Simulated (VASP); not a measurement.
A run of VASP 6.6.1:

Contents of INCAR:

```
PREC = Accurate ; ENCUT = 520
EDIFF = 1E-6 ; ISMEAR = -1
SIGMA = 0.05 ; LREAL = F
LASPH = T ; NELM = 80
ALGO = Normal ; ISIF = 2
LWAVE = F ; LCHARG = F
GGA = PS ; NBANDS = 20
```

The input KPOINTS:

```
regular mesh
0
Gamma
  8 8 2
```

Contents of POSCAR:

```
MoS2
1.0
    3.1841260822      0.0000000000      0.0000000000
   -1.5920630411      2.7575340760      0.0000000000
    0.0000000000      0.0000000000     17.3345999500
Mo S
1 2
Direct
    0.0000000000      0.0000000000      0.0000000000
    0.3333333333      0.6666666667      0.9105070200
    0.3333333333      0.6666666667      0.0894929800
```

Potentials or basis: VASP PAW PBE potentials, release 64 (Mo_sv, S).

Command:

```sh
$ cat potpaw_PBE.64/Mo_sv/POTCAR potpaw_PBE.64/S/POTCAR > POTCAR
$ mpirun -np 1 vasp_std > vasp.out
```

Hardware: 1 thread of Intel Xeon 8259CL, with other jobs on the host.

Task: Estimate the wall time of this run.

Result: Wall time 2.1 min on 1 thread of Intel Xeon 8259CL, on a shared host, peak memory 0.28 GiB. Counts: scf iterations 22, k points 20.
